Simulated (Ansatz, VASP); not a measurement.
# Two plane-wave programs on CrO2

```xyz
3
Lattice="2.4554 -1.5052 0.0000 2.4554 1.5052 0.0000 -0.0024 0.0000 3.4627" Properties=species:S:1:pos:R:3 pbc="T T T"
Cr    0.0000    0.0000    0.0000
O     3.3775    0.0000    1.0004
O     1.5310    0.0000    2.4623
```

Alike in both runs: task single point; functional PBE; k mesh 10 × 10 × 8; occupations fermi-dirac, width 0.05 eV; collinear spin.

|  | VASP | Ansatz |
| --- | --- | --- |
| version | VASP 6.6.1 | Ansatz 0.2.0 |
| potentials or method | VASP PAW PBE potentials, release 64 (Cr_pv, O) | Ansatz PAW |
| plane-wave cutoff (eV) | 520 | 420 |
| valence electrons in the cell | 24 | 26 |

```csv
,VASP,Ansatz,Ansatz less VASP
gap on the k mesh at the Fermi level (eV),none,none,-
pressure (GPa),18.2,17.4,-0.82
"traceless stress, the component that is largest in VASP (GPa)",19.28,19.75,+0.470
rms of the force components (eV/Å),1.585,1.624,+0.0387
net moment per atom (μB),0.67,0.67,0.000
size of the moment on the site where the two differ most (μB),2.16,1.74,-0.418
```

Site moments also hang on the region over which each program counts them. Atom by atom the forces differ by 0.047 eV/Å (rms over components). A gap of «none» marks a metal or a gap that the smearing closes. VASP's potentials hold 24 valence electrons a cell and Ansatz's 26, so a difference there can come from the potentials and not from the codes.
